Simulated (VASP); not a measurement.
The system is AlN.

```xyz
2
Lattice="0.0000 2.0345 2.0345 2.0345 0.0000 2.0345 2.0345 2.0345 0.0000" Properties=species:S:1:pos:R:3 pbc="T T T"
Al    2.0345    2.0345    2.0345
N     0.0000    0.0000    0.0000
```

```yaml
Program: VASP 6.6.1
Task: relaxation of cell and atoms
Functional: LDA
Potentials_or_basis: VASP PAW LDA potentials, release 64 (Al, N)
Cutoff: 600 eV
k_mesh: 8 × 8 × 8
Occupations: gaussian, width 0.1 eV
Spin: no spin polarisation
```

At the start: pressure -10.6 GPa; volume 8.42 Å³/atom.

**Question.** How do energy, volume and symmetry change on relaxing?

**Answer.** Over 3 steps the energy falls by 11.6 meV/atom and the volume is 8.08 Å³/atom (-4.0 %); space group Fm-3m (No. 225, to 0.1 Å) before and after.

The path:
```csv
step,energy change (eV),largest force (eV/Å),pressure (GPa),volume (Å³)
1,0.0000,0.0000,-10.55,16.84
2,-0.0003,0.0000,12.00,15.53
3,-0.0233,0.0000,-0.07,16.16
```

Final structure:
```yaml
crystal:
  lattice:
    - [0.00000, 2.00685, 2.00685]
    - [2.00685, 0.00000, 2.00685]
    - [2.00685, 2.00685, 0.00000]
  atoms:
    - { symbol: Al, position: [0.50000, 0.50000, 0.50000] }
    - { symbol: N, position: [0.00000, 0.00000, 0.00000] }
```
